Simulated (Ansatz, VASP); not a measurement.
# One calculation of AlGa2Sb3, two programs

```xyz
6
Lattice="3.6748 0.0000 0.0000 0.0000 3.6748 0.0000 0.0000 0.0000 7.2410" Properties=species:S:1:pos:R:3 pbc="T T T"
Al    0.0000    0.0000    0.3362
Ga    1.8374    0.0000    0.3995
Ga    0.0000    1.8374    0.3995
Sb    1.8374    1.8374    6.9145
Sb    1.8374    1.8374    5.3769
Sb    0.0000    0.0000    4.3923
```

Alike in both runs: task relaxation of cell and atoms; functional PBE; k mesh 6 × 6 × 4; occupations gaussian, width 0.1 eV; no spin polarisation.

|  | VASP | Ansatz |
| --- | --- | --- |
| version | VASP 6.6.1 | Ansatz 0.2.0 |
| potentials or method | VASP PAW PBE potentials, release 64 (Al, Ga_d, Sb), cutoff 600 eV | scalar-relativistic, plane waves, PAW |
| valence electrons in the cell | 44 | 74 |

|  | VASP | Ansatz | Ansatz less VASP |
| --- | --- | --- | --- |
| gap on the k mesh at the Fermi level, each at its own relaxed structure (eV) | none | none | - |
| relaxed volume (Å³/atom) | 24.49 | 24.34 | -0.141 |
| relaxed length of the cell vector where the two differ most in proportion (Å) | 8.003 | 8.184 | +0.1809 |

A gap of «none» marks a metal or a gap that the smearing closes. VASP's potentials hold 44 valence electrons a cell and Ansatz's 74, so a difference there can come from the potentials and not from the codes.

Neither program's run includes spin-orbit coupling. Noted on VASP's run: the volume moved by over 15 % at a fixed basis, so the end points are rough.
